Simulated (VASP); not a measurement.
Input of a VASP 6.6.1 run:

Contents of INCAR:

```
SYSTEM = B2AsN
PREC = Accurate
ENCUT = 700
EDIFF = 1E-6
ISMEAR = -1
SIGMA = 0.02
LREAL = .FALSE.
LASPH = .TRUE.
NELM = 120
ALGO = Normal
ISIF = 2
LWAVE = .FALSE.
LCHARG = .FALSE.
GGA = PE
NBANDS = 21
GGA_COMPAT = .FALSE.
```

The input KPOINTS:

```
Automatic mesh
0
G
  8 8 6
  0 0 0
```

File POSCAR:

```
B2AsN
1.0
    2.9886495490      0.0000000000      0.0000000000
    0.0000000000      2.9886495490      0.0000000000
    0.0000000000      0.0000000000      4.2744726710
N B As
1 2 1
Direct
    0.0000000000      0.0000000000      0.0000000000
    0.0000000000      0.5000000000      0.8013540279
    0.5000000000      0.0000000000      0.1986459721
    0.5000000000      0.5000000000      0.5000000000
```

Potentials or basis: VASP PAW PBE potentials, release 64 (N, B, As_d).

Run with:

```bash
$ cat potpaw_PBE.64/N/POTCAR potpaw_PBE.64/B/POTCAR potpaw_PBE.64/As_d/POTCAR > POTCAR
$ mpirun -np 1 vasp_std > vasp.out
```

(1) Estimate the largest force.

(2) What does it give for the pressure?

(3) What does it give for the band gap on the k mesh?

Answers

(1) 0.247 eV/Å.

(2) 2.3 GPa.

(3) zero (filled and empty bands touch).

Caveat: semilocal functionals underestimate gaps, and a narrow one can read as zero.
